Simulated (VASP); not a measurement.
# FeCo (Pm-3m) in VASP: further runs

FeCo is run at these levels: PBE; tasks: single point.

All numbers are computed with VASP 6.6.1; they aren't measurements. Logs are shortened: lines on timing, memory, paths and dates and some standing lists are left out, and cuts for length are marked.

## 1. The cell of the first run

Symmetry: Pm-3m, No. 221, cubic system. Conventional cell: a = 2.846 Å, b = 2.846 Å, c = 2.846 Å, α = 90.00°, β = 90.00°, γ = 90.00°. Fe (site symmetry m-3m) has 8 Co at 2.46 Å and 6 Fe at 2.85 Å within 3.3 Å. Within 3.3 Å of Co (site symmetry m-3m) lie 8 Fe at 2.46 Å and 6 Co at 2.85 Å.

## 2. Single point, PBE, collinear spin, ferromagnetic start

INCAR

```
PREC = Accurate ; ENCUT = 600
EDIFF = 1E-6 ; ISMEAR = 0
SIGMA = 0.05 ; LREAL = False
LASPH = True ; NELM = 200
ALGO = Normal ; ISIF = 2
LWAVE = False ; LCHARG = False
ISPIN = 2 ; MAGMOM = 2.5 2.5 1.5 1.5
LORBIT = 11 ; LMAXMIX = 4
GGA = PE ; NBANDS = 29
GGA_COMPAT = False
```

KPOINTS

```
regular mesh
0
Gamma
  10 10 10
```

POSCAR

```
FeCo
1.0
    0.0000000000      2.8455196141      2.8455196141
    2.8455196141      0.0000000000      2.8455196141
    2.8455196141      2.8455196141      0.0000000000
Fe Co
2 2
Direct
    0.2500000000      0.2500000000      0.2500000000
    0.7500000000      0.7500000000      0.7500000000
    0.0000000000      0.0000000000      0.0000000000
    0.5000000000      0.5000000000      0.5000000000
```

Potentials or basis: VASP PAW PBE potentials, release 64 (Fe, Co).

Command:

```bash
> cat potpaw_PBE.64/Fe/POTCAR potpaw_PBE.64/Co/POTCAR > POTCAR
> mpirun -np 1 vasp_std > vasp.out
```

OUTCAR:

```text
PREC = Accurate
   ENCUT = 600
   EDIFF = 1E-6
   ISMEAR = 0
   LREAL = False
   LASPH = True
   NELM = 200
   ISIF = 2
   ISPIN = 2
   LORBIT = 11
   GGA = PE

 ion  position               nearest neighbor table
   1  0.250  0.250  0.250-   3 2.46   3 2.46   3 2.46   3 2.46   4 2.46   4 2.46   4 2.46   4 2.46
                             2 2.85   2 2.85   2 2.85   2 2.85   2 2.85   2 2.85
   2  0.750  0.750  0.750-   4 2.46   4 2.46   4 2.46   3 2.46   4 2.46   3 2.46   3 2.46   3 2.46
                             1 2.85   1 2.85   1 2.85   1 2.85   1 2.85   1 2.85
   3  0.000  0.000  0.000-   2 2.46   2 2.46   2 2.46   1 2.46   2 2.46   1 2.46   1 2.46   1 2.46
                             4 2.85   4 2.85   4 2.85   4 2.85   4 2.85   4 2.85
   4  0.500  0.500  0.500-   1 2.46   1 2.46   1 2.46   1 2.46   2 2.46   2 2.46   2 2.46   2 2.46
                             3 2.85   3 2.85   3 2.85   3 2.85   3 2.85   3 2.85

  LATTYP: Found a face centered cubic cell.
 ALAT       =     5.6910392282

  Lattice vectors:

 A1 = (   0.0000000000,   2.8455196141,   2.8455196141)
 A2 = (   2.8455196141,   0.0000000000,   2.8455196141)
 A3 = (   2.8455196141,   2.8455196141,   0.0000000000)

Analysis of symmetry for initial positions (statically):
=====================================================================
 Subroutine PRICEL returns following result:

  LATTYP: Found a simple cubic cell.
 ALAT       =     2.8455196141
[... 12 lines left out ...]
 Subroutine GETGRP returns: Found 48 space group operations
 (whereof 48 operations were pure point group operations)
 out of a pool of 48 trial point group operations.

The static configuration has the point symmetry O_h .

Analysis of symmetry for dynamics (positions and initial velocities):
=====================================================================
 Subroutine PRICEL returns following result:

  LATTYP: Found a simple cubic cell.
 ALAT       =     2.8455196141
[... 12 lines left out ...]
 Subroutine GETGRP returns: Found 48 space group operations
 (whereof 48 operations were pure point group operations)
 out of a pool of 48 trial point group operations.

The dynamic configuration has the point symmetry O_h .

Analysis of structural, dynamic, and magnetic symmetry:
=====================================================================
 Subroutine PRICEL returns following result:

  LATTYP: Found a simple cubic cell.
 ALAT       =     2.8455196141
[... 12 lines left out ...]
 Subroutine GETGRP returns: Found 48 space group operations
 (whereof 48 operations were pure point group operations)
 out of a pool of 48 trial point group operations.

The overall configuration has the point symmetry O_h .

 Subroutine INISYM returns: Found 48 space group operations
 (whereof 48 operations are pure point group operations),
 and found     2 'primitive' translations

----------------------------------------------------------------------------------------

                                     Primitive cell

  volume of cell :      23.0401

  direct lattice vectors                    reciprocal lattice vectors
    -2.845519614  0.000000000  0.000000000    -0.351429663  0.000000000  0.000000000
     0.000000000  0.000000000  2.845519614     0.000000000  0.000000000  0.351429663
     0.000000000  2.845519614  0.000000000     0.000000000  0.351429663  0.000000000

  length of vectors
     2.845519614  2.845519614  2.845519614     0.351429663  0.351429663  0.351429663

  position of ions in fractional coordinates (direct lattice)
     0.500000000  0.500000000  0.500000000
     0.000000000  0.000000000  0.000000000

  ion indices of the primitive-cell ions
   primitive index   ion index
                 1           1
                 2           3

----------------------------------------------------------------------------------------

 KPOINTS: regular mesh

Automatic generation of k-mesh.
 Grid dimensions read from file:
 generate k-points for:   10   10   10

 Generating k-lattice:

  Cartesian coordinates                     Fractional coordinates (reciprocal lattice)
    -0.017571483  0.017571483  0.017571483     0.100000000  0.000000000  0.000000000
     0.017571483 -0.017571483  0.017571483     0.000000000  0.100000000  0.000000000
     0.017571483  0.017571483 -0.017571483     0.000000000  0.000000000  0.100000000

  Length of vectors
     0.030434702  0.030434702  0.030434702

  Shift w.r.t. Gamma in fractional coordinates (k-lattice)
     0.000000000  0.000000000  0.000000000

 Subroutine IBZKPT returns following result:
 ===========================================

 Found     47 irreducible k-points:

 Following reciprocal coordinates:
            Coordinates               Weight
  0.000000  0.000000  0.000000      1.000000
  0.100000  0.000000  0.000000      8.000000
  0.200000  0.000000  0.000000      8.000000
  0.300000  0.000000  0.000000      8.000000
  0.400000  0.000000  0.000000      8.000000
  0.500000  0.000000  0.000000      4.000000
[... 16 lines left out ...]
  0.300000  0.300000  0.000000      6.000000
  0.400000  0.300000  0.000000     24.000000
 [... further k-points ...]
   k-points           NKPTS =     47   k-points in BZ     NKDIM =     47   number of bands    NBANDS=     29
   number of dos      NEDOS =    301   number of ions     NIONS =      4
   total plane-waves  NPLWV =  32768
   dimension x,y,z NGX =    32 NGY =   32 NGZ =   32
   dimension x,y,z NGXF=    64 NGYF=   64 NGZF=   64
   ions per type =               2   2
   NGX,Y,Z   is equivalent  to a cutoff of  13.22, 13.22, 13.22 a.u.
   NGXF,Y,Z  is equivalent  to a cutoff of  26.44, 26.44, 26.44 a.u.
 SYSTEM =  unknown system
   PREC   = accura    normal or accurate (medium, high low for compatibility)
   ISTART =      0    job   : 0-new  1-cont  2-samecut
   ICHARG =      2    charge: 1-file 2-atom 10-const
   ISPIN  =      2    spin polarized calculation?
   LNONCOLLINEAR =      F non collinear calculations
   LSORBIT =      F    spin-orbit coupling
   LASPH  =      T    aspherical Exc in radial PAW
   ENCUT  =  600.0 eV  44.10 Ry    6.64 a.u.   8.04  8.04  8.04*2*pi/ulx,y,z
   NELM   =    200;   NELMIN=  2; NELMDL= -5     # of ELM steps
   EDIFF  = 0.1E-05   stopping-criterion for ELM
   LREAL  =      F    real-space projection
   EDIFFG = 0.1E-04   stopping-criterion for IOM
   NSW    =      0    number of steps for IOM
   IBRION =     -1    ionic relax: 0-MD 1-quasi-New 2-CG
   NFREE  =      0    steps in history (QN), initial steepest desc. (CG)
   ISIF   =      2    stress and relaxation
   ISYM   =      2    0-nonsym 1-usesym 2-fastsym
   POTIM  = 0.5000    time-step for ionic-motion
   TEBEG  =    0.0;   TEEND  =   0.0 temperature during run
   PSTRESS=    0.0 pullay stress
   NELECT =      34.0000    total number of electrons
   NUPDOWN=      -1.0000    fix difference up-down
   EMIN   =  10.00;   EMAX   =-10.00  energy-range for DOS
   EFERMI =   0.00;   METHOD = LEGACY
   ISMEAR =     0;   SIGMA  =   0.05  broadening in eV -4-tet -1-fermi 0-gaus
   EFERMI_NEDOS =   21; number of points for ismear=-14 and -15
   IALGO  =     38    algorithm
   IMIX   =      4    mixing-type and parameters
     AMIX     =   0.40;   BMIX     =  1.00
     AMIX_MAG =   1.60;   BMIX_MAG =  1.00
  volume/ion in A,a.u.               =      11.52        77.74
  Fermi-wavevector in a.u.,A,eV,Ry     =   1.479323  2.795514 29.774926  2.188395
  Thomas-Fermi vector in A             =   2.593495
   LORBIT       =     11    0 simple, 1 ext, 2 COOP (PROOUT), +10 PAW based schemes
   GGA     = PE    functional components
   LHFCALC =     F    Hartree Fock is set to
   AEXX    =    0.0000 exact exchange contribution
   IVDW    =     0    specifies the selected vdW correction
   LEPSILON=     F    determine dielectric tensor
   LRPA    =     F    only Hartree local field effects (RPA)
 spin polarized calculation
 Gauss-broadening in eV      SIGMA  =   0.05
  energy-cutoff  :      600.00
  volume of cell :       46.08
 maximum number of plane-waves:      1572
   NGX = 17   NGY = 17   NGZ = 17

 number of electron      33.9999999 magnetization       9.0819973

 Free energy of the ion-electron system (eV)
  ---------------------------------------------------
  ext. energy  EPLUGINS =         0.00000000
  ---------------------------------------------------
  free energy    TOTEN  =       -30.80831939 eV

  energy without entropy =      -30.80506211  energy(sigma->0) =      -30.80669075

 E-fermi :   8.0952     XC(G=0): -13.0433

 val. band max:        8.0925986955   @ k =  -0.2000   0.3000   0.1000
 cond. band min:       8.1024574226   @ k =  -0.3000   0.4000   0.1000
 fundamental gap:      0.0098587270
 Fermi energy:         8.0952307200

 spin component 1

 k-point     1 :       0.0000    0.0000    0.0000
  band No.  band energies     occupation
      1      -0.9356      1.00000
      2       2.6776      1.00000
      3       2.6776      1.00000
      4       3.9916      1.00000
      5       3.9916      1.00000
      6       3.9916      1.00000
[... 757 lines left out ...]
     28      20.5135      0.00000
     29      22.4039      0.00000

 [... further k-points ...]

 spin component 2

 k-point     1 :       0.0000    0.0000    0.0000
  band No.  band energies     occupation
      1      -0.7782      1.00000
      2       4.5783      1.00000
      3       4.5783      1.00000
      4       5.4524      1.00000
      5       5.4524      1.00000
      6       5.4524      1.00000
[... 757 lines left out ...]
     28      21.1140      0.00000
     29      22.8854      0.00000

 [... further k-points ...]

------------------------ aborting loop because EDIFF is reached ----------------------------------------

  FORCE on cell =-STRESS in cart. coord.  units (eV):
  Direction    XX          YY          ZZ          XY          YZ          ZX
  --------------------------------------------------------------------------------------
  -------------------------------------------------------------------------------------
  Total       -0.1638921     -0.1638921     -0.1638921     -0.0000000      0.0000000     -0.0000000
  in kB       -5.6984123     -5.6984123     -5.6984123     -0.0000000      0.0000000     -0.0000000
  external PRESSURE =      -5.6984123 kB  Pullay stress =       0.0000000 kB

 VOLUME and BASIS-vectors are now :
 -----------------------------------------------------------------------------
  energy-cutoff  :      600.00
  volume of cell :       46.08
      direct lattice vectors                 reciprocal lattice vectors
     0.000000000  2.845519614  2.845519614    -0.175714832  0.175714832  0.175714832
     2.845519614  0.000000000  2.845519614     0.175714832 -0.175714832  0.175714832
     2.845519614  2.845519614  0.000000000     0.175714832  0.175714832 -0.175714832

 POSITION                                       TOTAL-FORCE (eV/Angst)
 -----------------------------------------------------------------------------------
      1.42276      1.42276      1.42276        -0.000000      0.000000     -0.000000
      4.26828      4.26828      4.26828         0.000000     -0.000000      0.000000
      0.00000      0.00000      0.00000         0.000000      0.000000      0.000000
      2.84552      2.84552      2.84552         0.000000     -0.000000      0.000000
 -----------------------------------------------------------------------------------
    total drift:                                0.000000     -0.000000      0.000000

  FREE ENERGIE OF THE ION-ELECTRON SYSTEM (eV)
  ---------------------------------------------------
  free  energy   TOTEN  =       -30.8083193921 eV

  energy  without entropy=      -30.8050621138  energy(sigma->0) =      -30.80669075

 total charge

# of ion       s       p       d       tot
------------------------------------------
    1        0.473   0.528   6.148   7.149
    2        0.473   0.528   6.148   7.149
    3        0.483   0.511   7.239   8.233
    4        0.483   0.511   7.239   8.233
--------------------------------------------------
tot          1.911   2.078  26.774  30.762

 magnetization (x)

# of ion       s       p       d       tot
------------------------------------------
    1        0.002  -0.042   2.831   2.791
    2        0.002  -0.042   2.831   2.791
    3       -0.011  -0.051   1.830   1.768
    4       -0.011  -0.051   1.830   1.768
--------------------------------------------------
tot         -0.019  -0.186   9.321   9.116
```

It took 3.9 min on 1 thread of Oxide Virtual Turin-like, shared host; peak memory 0.25 GiB.

What came out:

```
Free energy                                           : -30.8083 eV
Pressure                                              : -0.6 GPa
Net moment                                            : 9.08 μB per cell
Site moments                                          : Fe +2.79; Co +1.77 μB
Valence electrons inside the program's atomic spheres : Fe 7.15; Co 8.23
```

Levels at points of the mesh, in eV from the Fermi level:
Spin up:
| k point | band 19 | band 20 | band 21 | band 22 | band 23 | band 24 |
| --- | --- | --- | --- | --- | --- | --- |
| (0.00, 0.00, 0.00) | -0.94 | -0.94 | -0.94 | 7.59 | 7.59 | 7.59 |
| (0.50, 0.00, 0.00) | -1.54 | -1.54 | -0.94 | -0.94 | 6.08 | 6.08 |
| (0.50, 0.50, 0.00) | -0.92 | -0.70 | -0.70 | -0.65 | -0.16 | -0.16 |
Spin down:
```tsv
k point	band 10	band 11	band 12	band 13	band 14	band 15
(0.00, 0.00, 0.00)	-1.19	-1.19	-1.19	0.61	0.61	0.78
(0.50, 0.00, 0.00)	-2.00	-2.00	-2.00	0.71	0.71	0.71
(0.50, 0.50, 0.00)	-1.16	-0.41	-0.32	-0.32	-0.07	-0.07
```

## 3. Single point, PBE, collinear spin, antiferromagnetic start

INCAR

```
SYSTEM = FeCo
PREC = Accurate ; ENCUT = 600
EDIFF = 1E-6 ; ISMEAR = 0
SIGMA = 0.05 ; LREAL = .False.
LASPH = .True. ; NELM = 200
ALGO = Normal ; ISIF = 2
LWAVE = .False. ; LCHARG = .False.
ISPIN = 2 ; MAGMOM = 2.5 -2.5 1.5 -1.5
LORBIT = 11 ; LMAXMIX = 4
GGA = PE ; NBANDS = 29
GGA_COMPAT = .False.
```

KPOINTS

```
regular mesh
0
Gamma
  10 10 10
  0 0 0
```

POSCAR is that of step 2.

Potentials or basis: VASP PAW PBE potentials, release 64 (Fe, Co).

Command:

```bash
> cat potpaw_PBE.64/Fe/POTCAR potpaw_PBE.64/Co/POTCAR > POTCAR
> mpirun -np 1 vasp_std > vasp.out
```

OUTCAR:

```text
SYSTEM = FeCo
   PREC = Accurate
   ENCUT = 600
   EDIFF = 1E-6
   ISMEAR = 0
   LREAL = .False.
   LASPH = .True.
   NELM = 200
   ISIF = 2
   ISPIN = 2
   LORBIT = 11
   GGA = PE

 ion  position               nearest neighbor table
   1  0.250  0.250  0.250-   3 2.46   3 2.46   3 2.46   3 2.46   4 2.46   4 2.46   4 2.46   4 2.46
                             2 2.85   2 2.85   2 2.85   2 2.85   2 2.85   2 2.85
   2  0.750  0.750  0.750-   4 2.46   4 2.46   4 2.46   3 2.46   4 2.46   3 2.46   3 2.46   3 2.46
                             1 2.85   1 2.85   1 2.85   1 2.85   1 2.85   1 2.85
   3  0.000  0.000  0.000-   2 2.46   2 2.46   2 2.46   1 2.46   2 2.46   1 2.46   1 2.46   1 2.46
                             4 2.85   4 2.85   4 2.85   4 2.85   4 2.85   4 2.85
   4  0.500  0.500  0.500-   1 2.46   1 2.46   1 2.46   1 2.46   2 2.46   2 2.46   2 2.46   2 2.46
                             3 2.85   3 2.85   3 2.85   3 2.85   3 2.85   3 2.85

  LATTYP: Found a face centered cubic cell.
 ALAT       =     5.6910392282

  Lattice vectors:

 A1 = (   0.0000000000,   2.8455196141,   2.8455196141)
 A2 = (   2.8455196141,   0.0000000000,   2.8455196141)
 A3 = (   2.8455196141,   2.8455196141,   0.0000000000)

Analysis of symmetry for initial positions (statically):
=====================================================================
[... 1774 lines left out ...]
  -------------------------------------------------------------------------------------
  Total       -1.7380359     -1.7380359     -1.7380359      0.0000000      0.0000000      0.0000000
  in kB      -60.4302763    -60.4302763    -60.4302763      0.0000000      0.0000000      0.0000000
  external PRESSURE =     -60.4302763 kB  Pullay stress =       0.0000000 kB

 VOLUME and BASIS-vectors are now :
 -----------------------------------------------------------------------------
  energy-cutoff  :      600.00
  volume of cell :       46.08
      direct lattice vectors                 reciprocal lattice vectors
     0.000000000  2.845519614  2.845519614    -0.175714832  0.175714832  0.175714832
     2.845519614  0.000000000  2.845519614     0.175714832 -0.175714832  0.175714832
     2.845519614  2.845519614  0.000000000     0.175714832  0.175714832 -0.175714832

 POSITION                                       TOTAL-FORCE (eV/Angst)
 -----------------------------------------------------------------------------------
      1.42276      1.42276      1.42276        -0.000000      0.000000      0.000000
      4.26828      4.26828      4.26828        -0.000000     -0.000000      0.000000
      0.00000      0.00000      0.00000         0.000000     -0.000000     -0.000000
      2.84552      2.84552      2.84552         0.000000      0.000000     -0.000000
 -----------------------------------------------------------------------------------
    total drift:                               -0.000000     -0.000000     -0.000000

  FREE ENERGIE OF THE ION-ELECTRON SYSTEM (eV)
  ---------------------------------------------------
  free  energy   TOTEN  =       -29.9206144056 eV

  energy  without entropy=      -29.9172051559  energy(sigma->0) =      -29.91890978

 total charge

# of ion       s       p       d       tot
------------------------------------------
    1        0.482   0.522   6.107   7.110
    2        0.482   0.522   6.107   7.110
    3        0.464   0.495   7.322   8.281
    4        0.464   0.495   7.322   8.281
--------------------------------------------------
tot          1.891   2.034  26.858  30.783

 magnetization (x)

# of ion       s       p       d       tot
------------------------------------------
    1        0.024   0.028   2.789   2.841
    2       -0.024  -0.028  -2.789  -2.841
    3        0.000   0.000   0.002   0.002
    4       -0.000  -0.000  -0.002  -0.002
--------------------------------------------------
tot          0.000   0.000   0.000   0.000
```

OSZICAR:

```text
N       E                     dE             d eps       ncg     rms          rms(c)
DAV:   1     0.244099325380E+03    0.24410E+03   -0.15615E+04  5508   0.169E+03
DAV:   2    -0.194424834611E+02   -0.26354E+03   -0.24546E+03  5452   0.322E+02
DAV:   3    -0.342810050918E+02   -0.14839E+02   -0.13598E+02  5787   0.105E+02
[... 17 lines left out ...]
DAV:  21    -0.299205621734E+02   -0.82518E-05   -0.35565E-03  8275   0.108E+00    0.129E-02
DAV:  22    -0.299206119542E+02   -0.49781E-04   -0.56991E-04  8024   0.356E-01    0.182E-02
DAV:  23    -0.299206113278E+02    0.62637E-06   -0.34557E-05  8356   0.102E-01    0.433E-03
DAV:  24    -0.299206132252E+02   -0.18973E-05   -0.14766E-05  5803   0.707E-02    0.906E-03
DAV:  25    -0.299206139162E+02   -0.69102E-06   -0.38027E-05  7001   0.115E-01    0.452E-03
DAV:  26    -0.299206144056E+02   -0.48938E-06   -0.58720E-06  6303   0.230E-02
   1 F= -.29920614E+02 E0= -.29918910E+02  d E =-.340925E-02  mag=     0.0000
```

It took 7 min on 1 thread of Oxide Virtual Turin-like, shared host; peak memory 0.25 GiB.

Results:

```yaml
Free_energy: -29.9206 eV
Pressure: -6.0 GPa
Band_gap_on_the_k_mesh: zero (filled and empty bands overlap)
Net_moment: 0.00 μB per cell
Site_moments: Fe +2.84, -2.84; Co +0.00, -0.00 μB
Valence_electrons_inside_the_program's_atomic_spheres: Fe 7.11; Co 8.28
```

Caveat: the cell stands under tension; the antiferromagnetic order is the one typed at the start, and another may lie lower.
